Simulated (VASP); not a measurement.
Ta: single point with LDA

Crystal: Ta.

```
CELL_PARAMETERS angstrom
-1.62767 1.62767 1.62767
1.62767 -1.62767 1.62767
1.62767 1.62767 -1.62767
ATOMIC_POSITIONS crystal
Ta 0.00000 0.00000 0.00000
```

```json
{"Program": "VASP 6.6.1", "Task": "single point", "Functional": "LDA", "Potentials or basis": "VASP PAW LDA potentials, release 64 (Ta_pv)", "Cutoff": "520 eV", "k mesh": "14 × 14 × 14", "Occupations": "methfessel-paxton, width 0.03 eV", "Spin": "no spin polarisation", "Dipole correction": "no", "Further INCAR settings": "ALGO = Normal; EDIFF = 1e-06; NBANDS = 12"}
```

```
Pressure : 0.8 GPa
```

Levels at points of the mesh, in eV from the Fermi level:
```tsv
k point	band 1	band 2	band 3	band 4	band 5	band 6	band 7	band 8	band 9	band 10
(0.00, 0.00, 0.00)	-32.70	-32.70	-32.70	-7.97	0.70	0.70	0.70	4.11	4.11	13.86
(0.50, 0.00, 0.00)	-34.08	-33.14	-32.71	-4.54	-1.69	1.98	4.02	5.09	8.21	12.26
(0.50, 0.50, 0.50)	-33.65	-33.65	-33.65	-4.05	-4.05	7.17	7.17	7.17	9.19	9.19
```

It took 13 s on 1 thread of Intel Xeon 6975P-C (shared host), peak memory 0.14 GiB.

Caveat: spin-orbit coupling is left out, which moves the levels of the heavy elements.
